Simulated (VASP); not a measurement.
# Ni (Fm-3m) in VASP: further runs, part 2 of 2

VASP 6.6.1.

## 5. Single point, r2SCAN, collinear spin, ferromagnetic start

Input file POSCAR:

```
Ni
1.0
    0.0000000000      1.7380692641      1.7380692641
    1.7380692641      0.0000000000      1.7380692641
    1.7380692641      1.7380692641      0.0000000000
Ni
1
Direct
    0.0000000000      0.0000000000      0.0000000000
```

Input file INCAR.step1:

```
SYSTEM = Ni
  PREC = Accurate
  ENCUT = 520
  ISMEAR = -1
  SIGMA = 0.01
  LREAL = .False.
  LASPH = .True.
  NELM = 150
  ISPIN = 2
  MAGMOM = 0.807
  LMAXMIX = 4
  NBANDS = 15
  GGA = PE
  ALGO = Normal
  EDIFF = 1E-4
  LWAVE = .True.
  LCHARG = .False.
```

Input file INCAR.step2:

```
SYSTEM = Ni
  PREC = Accurate
  ENCUT = 520
  EDIFF = 1E-6
  ISMEAR = -1
  SIGMA = 0.01
  LREAL = .False.
  LASPH = .True.
  NELM = 150
  ALGO = Normal
  ISIF = 2
  LWAVE = .False.
  LCHARG = .True.
  ISPIN = 2
  MAGMOM = 0.807
  LORBIT = 11
  LMAXMIX = 4
  METAGGA = R2SCAN
  LMIXTAU = .True.
  LELF = .True.
  LVHAR = .True.
  NBANDS = 15
  ISTART = 1
```

Input file KPOINTS:

```
regular mesh
0
Gamma
  15 15 15
  0 0 0
```

Potentials or basis: VASP PAW PBE potentials, release 64 (Ni).

On the command line:

```sh
$ cat potpaw_PBE.64/Ni/POTCAR > POTCAR
$ cp INCAR.step1 INCAR
$ mpirun -np 1 vasp_std > vasp.out
$ cp INCAR.step2 INCAR
$ mpirun -np 1 vasp_std > vasp.out
```

OUTCAR:

```text
SYSTEM = Ni
   PREC = Accurate
   ENCUT = 520
   EDIFF = 1E-6
   ISMEAR = -1
   LREAL = .False.
   LASPH = .True.
   NELM = 150
   ISIF = 2
   ISPIN = 2
   LORBIT = 11
   METAGGA = R2SCAN
   ISTART = 1

 ion  position               nearest neighbor table
   1  0.000  0.000  0.000-

  LATTYP: Found a face centered cubic cell.
 ALAT       =     3.4761385282

  Lattice vectors:

 A1 = (   0.0000000000,   1.7380692641,   1.7380692641)
 A2 = (   1.7380692641,   0.0000000000,   1.7380692641)
 A3 = (   1.7380692641,   1.7380692641,   0.0000000000)

Analysis of symmetry for initial positions (statically):
=====================================================================
 Subroutine PRICEL returns:
 Original cell was already a primitive cell.

 Routine SETGRP: Setting up the symmetry group for a
 face centered cubic supercell.

 Subroutine GETGRP returns: Found 48 space group operations
 (whereof 48 operations were pure point group operations)
 out of a pool of 48 trial point group operations.

The static configuration has the point symmetry O_h .

Analysis of symmetry for dynamics (positions and initial velocities):
=====================================================================
 Subroutine PRICEL returns:
 Original cell was already a primitive cell.

 Routine SETGRP: Setting up the symmetry group for a
 face centered cubic supercell.

 Subroutine GETGRP returns: Found 48 space group operations
 (whereof 48 operations were pure point group operations)
 out of a pool of 48 trial point group operations.

The dynamic configuration has the point symmetry O_h .

Analysis of structural, dynamic, and magnetic symmetry:
=====================================================================
 Subroutine PRICEL returns:
 Original cell was already a primitive cell.

 Routine SETGRP: Setting up the symmetry group for a
 face centered cubic supercell.

 Subroutine GETGRP returns: Found 48 space group operations
 (whereof 48 operations were pure point group operations)
 out of a pool of 48 trial point group operations.

The overall configuration has the point symmetry O_h .

 Subroutine INISYM returns: Found 48 space group operations
 (whereof 48 operations are pure point group operations),
 and found     1 'primitive' translations

----------------------------------------------------------------------------------------

                                     Primitive cell

  volume of cell :      10.5010

  direct lattice vectors                    reciprocal lattice vectors
     0.000000000  1.738069264  1.738069264    -0.287675532  0.287675532  0.287675532
     1.738069264  0.000000000  1.738069264     0.287675532 -0.287675532  0.287675532
     1.738069264  1.738069264  0.000000000     0.287675532  0.287675532 -0.287675532

  length of vectors
     2.458001126  2.458001126  2.458001126     0.498268637  0.498268637  0.498268637

  position of ions in fractional coordinates (direct lattice)
     0.000000000  0.000000000  0.000000000

  ion indices of the primitive-cell ions
   primitive index   ion index
                 1           1

----------------------------------------------------------------------------------------

 KPOINTS: regular mesh

Automatic generation of k-mesh.
 Grid dimensions read from file:
 generate k-points for:   15   15   15

 Generating k-lattice:

  Cartesian coordinates                     Fractional coordinates (reciprocal lattice)
[... 71 lines left out ...]
   NELECT =      10.0000    total number of electrons
   NUPDOWN=      -1.0000    fix difference up-down
   EMIN   =  10.00;   EMAX   =-10.00  energy-range for DOS
   EFERMI =   0.00;   METHOD = LEGACY
   ISMEAR =    -1;   SIGMA  =   0.01  broadening in eV -4-tet -1-fermi 0-gaus
   EFERMI_NEDOS =   21; number of points for ismear=-14 and -15
   IALGO  =     38    algorithm
   IMIX   =      4    mixing-type and parameters
     AMIX     =   0.40;   BMIX     =  1.00
     AMIX_MAG =   1.60;   BMIX_MAG =  1.00
  volume/ion in A,a.u.               =      10.50        70.86
  Fermi-wavevector in a.u.,A,eV,Ry     =   1.610637  3.043663 35.295588  2.594153
  Thomas-Fermi vector in A             =   2.706156
   LORBIT       =     11    0 simple, 1 ext, 2 COOP (PROOUT), +10 PAW based schemes
   METAGGA = R2SCAN    functional components
   LHFCALC =     F    Hartree Fock is set to
   AEXX    =    0.0000 exact exchange contribution
   IVDW    =     0    specifies the selected vdW correction
   LEPSILON=     F    determine dielectric tensor
   LRPA    =     F    only Hartree local field effects (RPA)
 spin polarized calculation
  energy-cutoff  :      520.00
  volume of cell :       10.50
 maximum number of plane-waves:       295
   NGX =  9   NGY =  9   NGZ =  9

 number of electron       9.9999999 magnetization       0.6848833

 Free energy of the ion-electron system (eV)
  ---------------------------------------------------
  ext. energy  EPLUGINS =         0.00000000
  ---------------------------------------------------
  free energy    TOTEN  =       -11.94522244 eV

  energy without entropy =      -11.94483665  energy(sigma->0) =      -11.94502955

 E-fermi :   9.8250     XC(G=0): -14.6263

 val. band max:        9.8175283593   @ k =   0.4000   0.0000   0.0000
 cond. band min:       9.8303453847   @ k =   0.4667   0.2000   0.0667
 fundamental gap:      0.0128170254
 Fermi energy:         9.8249758845

 spin component 1

 k-point     1 :       0.0000    0.0000    0.0000
  band No.  band energies     occupation
      1       0.1659      1.00000
      2       6.8273      1.00000
      3       6.8274      1.00000
      4       6.8274      1.00000
      5       8.1749      1.00000
      6       8.1749      1.00000
      7      34.6778      0.00000
      8      39.1209      0.00000
      9      39.1209      0.00000
     10      39.1213      0.00000
     11      41.8688      0.00000
     12      41.8688      0.00000
     13      41.8689      0.00000
     14      45.2187      0.00000
[... 403 lines left out ...]
      4       7.2353      1.00000
      5       7.8038      1.00000
      6       8.3562      1.00000
      7      30.5587      0.00000
      8      33.4209      0.00000
      9      33.6666      0.00000
     10      36.1544      0.00000
     11      41.2779      0.00000
     12      45.5120      0.00000
     13      47.3654      0.00000
     14      48.0266      0.00000
     15      51.8366      0.00000

 [... further k-points ...]

 spin component 2

 k-point     1 :       0.0000    0.0000    0.0000
  band No.  band energies     occupation
      1      -0.0839      1.00000
      2       8.0972      1.00000
      3       8.0972      1.00000
      4       8.0972      1.00000
      5       8.8782      1.00000
      6       8.8783      1.00000
      7      34.4263      0.00000
      8      39.2173      0.00000
      9      39.2175      0.00000
     10      39.2175      0.00000
     11      42.1502      0.00000
     12      42.1502      0.00000
     13      42.1502      0.00000
     14      45.2879      0.00000
[... 403 lines left out ...]
      4       8.4967      1.00000
      5       8.6630      1.00000
      6       9.1032      1.00000
      7      30.6692      0.00000
      8      33.6198      0.00000
      9      33.6674      0.00000
     10      36.2190      0.00000
     11      41.7211      0.00000
     12      45.6937      0.00000
     13      47.5301      0.00000
     14      48.2045      0.00000
     15      53.5080      0.00000

 [... further k-points ...]

------------------------ aborting loop because EDIFF is reached ----------------------------------------

  FORCE on cell =-STRESS in cart. coord.  units (eV):
  Direction    XX          YY          ZZ          XY          YZ          ZX
  --------------------------------------------------------------------------------------
  -------------------------------------------------------------------------------------
  Total        0.0203560      0.0203560      0.0203560      0.0000000      0.0000000     -0.0000000
  in kB        3.1057891      3.1057891      3.1057891      0.0000000      0.0000000     -0.0000000
  external PRESSURE =       3.1057891 kB  Pullay stress =       0.0000000 kB

 VOLUME and BASIS-vectors are now :
 -----------------------------------------------------------------------------
  energy-cutoff  :      520.00
  volume of cell :       10.50
      direct lattice vectors                 reciprocal lattice vectors
     0.000000000  1.738069264  1.738069264    -0.287675532  0.287675532  0.287675532
     1.738069264  0.000000000  1.738069264     0.287675532 -0.287675532  0.287675532
     1.738069264  1.738069264  0.000000000     0.287675532  0.287675532 -0.287675532

 POSITION                                       TOTAL-FORCE (eV/Angst)
 -----------------------------------------------------------------------------------
      0.00000      0.00000      0.00000         0.000000     -0.000000      0.000000
 -----------------------------------------------------------------------------------
    total drift:                                0.000000      0.000000      0.000000

  FREE ENERGIE OF THE ION-ELECTRON SYSTEM (eV)
  ---------------------------------------------------
  free  energy   TOTEN  =       -11.9452224443 eV

  energy  without entropy=      -11.9448366516  energy(sigma->0) =      -11.94502955

 total charge

# of ion       s       p       d       tot
------------------------------------------
    1        0.528   0.550   8.333   9.411

 magnetization (x)

# of ion       s       p       d       tot
------------------------------------------
    1       -0.011  -0.043   0.757   0.703
```

Wall time 89 s (1 thread of Intel Xeon Platinum 8488C (Sapphire Rapids), shared host); peak memory 0.14 GiB.

What came out:

```
Free energy                                           : -11.9452 eV
Pressure                                              : 0.3 GPa
Net moment                                            : 0.68 μB per cell
Site moments                                          : Ni +0.70 μB
Valence electrons inside the program's atomic spheres : Ni 9.41
```

Caveat: the PAW data sets were made with another functional, which shifts forces and pressure a little.

## 6. Single point, r2SCAN, collinear spin, ferromagnetic start

POSCAR is that of step 5.

Input file INCAR.step1:

```
ALGO = Normal
EDIFF = 1E-4
ENCUT = 520
GGA = PE
ISMEAR = -1
ISPIN = 2
LASPH = T
LCHARG = F
LMAXMIX = 4
LREAL = F
LWAVE = T
MAGMOM = 0.807
NBANDS = 15
NELM = 150
PREC = Accurate
SIGMA = 0.03
```

Input file INCAR.step2:

```
ALGO = Normal
EDIFF = 1E-6
ENCUT = 520
ISIF = 2
ISMEAR = -1
ISPIN = 2
ISTART = 1
LASPH = T
LCHARG = F
LMAXMIX = 4
LMIXTAU = T
LORBIT = 11
LREAL = F
LWAVE = F
MAGMOM = 0.807
METAGGA = R2SCAN
NBANDS = 15
NELM = 150
PREC = Accurate
SIGMA = 0.03
```

Input file KPOINTS:

```
k-points
0
Gamma
  15 15 15
```

Potentials or basis: VASP PAW PBE potentials, release 64 (Ni).

On the command line:

```sh
$ cat potpaw_PBE.64/Ni/POTCAR > POTCAR
$ cp INCAR.step1 INCAR
$ mpirun -np 1 vasp_std > vasp.out
$ cp INCAR.step2 INCAR
$ mpirun -np 1 vasp_std > vasp.out
```

Run time: 82 s. Hardware: 1 thread of Intel Xeon Platinum 8488C (Sapphire Rapids), shared host; peak memory 0.15 GiB.

It converged, with:

| Item | Value |
| --- | --- |
| Free energy | -11.9468 eV |
| Pressure | 0.4 GPa |
| Net moment | 0.69 μB per cell |
| Site moments | Ni +0.71 μB |
| Valence electrons inside the program's atomic spheres | Ni 9.41 |

Levels at points of the mesh, in eV from the Fermi level:
Spin up:
```
           k point  band 3  band 4  band 5  band 6  band 7  band 8
(0.00, 0.00, 0.00)   -3.01   -3.01   -1.66   -1.66   24.85   29.29
```
Spin down:
| k point | band 3 | band 4 | band 5 | band 6 | band 7 | band 8 |
| --- | --- | --- | --- | --- | --- | --- |
| (0.00, 0.00, 0.00) | -1.72 | -1.72 | -0.95 | -0.95 | 24.60 | 29.39 |

Caveat: the PAW data sets were made with another functional, which shifts forces and pressure a little.

## 7. The runs side by side

```tsv
k mesh	smearing	gap on the mesh (eV)	pressure (GPa)	moment (μB)
12 × 12 × 12	fermi-dirac 0.05 eV	none	0.7	0.72
15 × 15 × 15	fermi-dirac 0.05 eV	none	0.3	0.69
15 × 15 × 15	fermi-dirac 0.01 eV	none	0.3	0.68
15 × 15 × 15	fermi-dirac 0.03 eV	none	0.4	0.69
```

Alike in all rows: task single point; level r2SCAN; potentials or basis VASP PAW PBE potentials, release 64 (Ni); spin collinear, ferromagnetic start; cell as given; cutoff (eV) 520.

Every run on the cell as given and a fine mesh finds a metal.

Caveats: the PAW data sets were made with another functional, which shifts forces and pressure a little.

Total energies depend on the potentials used, so only differences within one code and one set of settings carry meaning.
